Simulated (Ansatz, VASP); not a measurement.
## Two plane-wave programs on SnTe

File INCAR:

```
SYSTEM = SnTe
PREC     = Accurate       ! precision mode
ENCUT    = 520            ! plane-wave cutoff, eV
EDIFF    = 1E-7           ! SCF threshold, eV
ISMEAR   = -1             ! smearing method
SIGMA    = 0.02           ! smearing width, eV
LREAL    = .FALSE.        ! projectors in reciprocal space
LASPH    = .TRUE.         ! aspherical terms in the spheres
NELM     = 60             ! most SCF steps
ALGO     = Normal         ! electronic algorithm
ISIF     = 2              ! what is computed and relaxed
LWAVE    = .FALSE.        ! write WAVECAR
LCHARG   = .FALSE.        ! write CHGCAR
GGA      = PE             ! functional
NBANDS   = 17             ! bands
```

KPOINTS

```
Automatic mesh
0
G
  8 8 8
  0 0 0
```

POSCAR

```
SnTe
1.0
    0.0000000000      3.2850102558      3.2850102558
    3.2850102558      0.0000000000      3.2850102558
    3.2850102558      3.2850102558      0.0000000000
Sn Te
1 1
Direct
    0.0000000000      0.0000000000      0.0000000000
    0.5000000000      0.5000000000      0.5000000000
```

Input for Ansatz:

```yaml
crystal:
  lattice:
    - [0.0, 3.2850102558, 3.2850102558]
    - [3.2850102558, 0.0, 3.2850102558]
    - [3.2850102558, 3.2850102558, 0.0]
  atoms:
    - { symbol: Sn, position: [0.0, 0.0, 0.0] }
    - { symbol: Te, position: [0.5, 0.5, 0.5] }
kpoints:
  mp_grid: { grid: [8, 8, 8] }
  band_path:
    path:
      - [0.0, 0.0, 0.0]
      - [0.5, 0.0, 0.5]
      - [0.625, 0.25, 0.625]
      - [0.375, 0.375, 0.75]
      - [0.5, 0.5, 0.5]
      - [0.5, 0.25, 0.75]
      - [0.0, 0.0, 0.5]
    npoints: 1
hamiltonian:
  xc: pbe
scf:
  occupations: { method: fermi_dirac, width: 0.02 }
  n_extra_bands: 4
output:
  forces: true
  stress: true
  eigenvalues: true
```

Change from the starting cell: hydrostatic strain +3.0%.

Alike in both runs: task single point; functional PBE; k mesh 8 × 8 × 8; occupations fermi-dirac, width 0.02 eV; no spin polarisation.

|  | VASP | Ansatz |
| --- | --- | --- |
| version | VASP 6.6.1 | Ansatz 0.2.0 |
| potentials or method | VASP PAW PBE potentials, release 64 (Sn_d, Te) | plane waves, PAW |
| plane-wave cutoff (eV) | 520 | 420 |
| valence electrons in the cell | 20 | 30 |

|  | VASP | Ansatz | Ansatz less VASP |
| --- | --- | --- | --- |
| pressure (GPa) | -2.5 | -2.5 | +0.02 |

VASP's potentials hold 20 valence electrons a cell and Ansatz's 30, so a difference there can come from the potentials and not from the codes.

Neither program's run includes spin-orbit coupling.
